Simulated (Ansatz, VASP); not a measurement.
WC in VASP and in Ansatz

File INCAR:

```
PREC     = Accurate       # precision mode
ENCUT    = 520            # plane-wave cutoff, eV
EDIFF    = 1E-7           # SCF threshold, eV
ISMEAR   = 0              # smearing method
SIGMA    = 0.15           # smearing width, eV
LREAL    = False          # projectors in reciprocal space
LASPH    = True           # aspherical terms in the spheres
NELM     = 80             # most SCF steps
ALGO     = Normal         # electronic algorithm
ISIF     = 2              # what is computed and relaxed
LWAVE    = False          # write WAVECAR
LCHARG   = True           # write CHGCAR
GGA      = PS             # functional
LELF     = True           # ELF
LVHAR    = True         
NBANDS   = 16             # bands
```

KPOINTS

```
Automatic mesh
0
Gamma
  24 24 22
```

File POSCAR:

```
WC
1.0
    3.1302867604      0.0000000000      0.0000000000
   -1.5651433802      2.7109078556      0.0000000000
    0.0000000000      0.0000000000      2.6014029513
W C
1 1
Direct
    0.0000000000      0.0000000000      0.0000000000
    0.6666666667      0.3333333333      0.5000000000
```

Input for Ansatz:

```yaml
crystal:
  lattice:
    - [3.1302867604, 0.0, 0.0]
    - [-1.5651433802, 2.7109078556, 0.0]
    - [0.0, 0.0, 2.6014029513]
  atoms:
    - { symbol: W, position: [0.0, 0.0, 0.0] }
    - { symbol: C, position: [0.6666666667, 0.3333333333, 0.5] }
basis:
  ecutwfc: 420
kpoints:
  mp_grid: { grid: [24, 24, 22] }
hamiltonian:
  xc: pbesol
scf:
  occupations: { method: gaussian, width: 0.15 }
output:
  forces: true
  stress: true
  eigenvalues: true
```

Change from the starting cell: strain +0.080 along x and y, -0.080 along z, atoms carried along.

Alike in both runs: task single point; functional PBEsol; k mesh 24 × 24 × 22; occupations gaussian, width 0.15 eV; no spin polarisation.

|  | VASP | Ansatz |
| --- | --- | --- |
| version | VASP 6.6.1 | Ansatz 0.2.0 |
| potentials or method | VASP PAW PBE potentials, release 64 (W_sv, C), cutoff 520 eV | scalar-relativistic, plane waves, PAW |
| valence electrons in the cell | 18 | 18 |

|  | VASP | Ansatz | Ansatz less VASP |
| --- | --- | --- | --- |
| gap on the k mesh at the Fermi level (eV) | none | none | - |
| pressure (GPa) | -10.3 | -11.5 | -1.12 |
| traceless stress, the component that is largest in VASP (GPa) | 67.85 | 67.36 | -0.497 |

VASP's potentials were made for PBE, not for PBEsol. A gap of «none» marks a metal or a gap that the smearing closes. The functional is the same, so the differences come from potentials, cutoffs and numerics.

Spin-orbit coupling is off throughout.
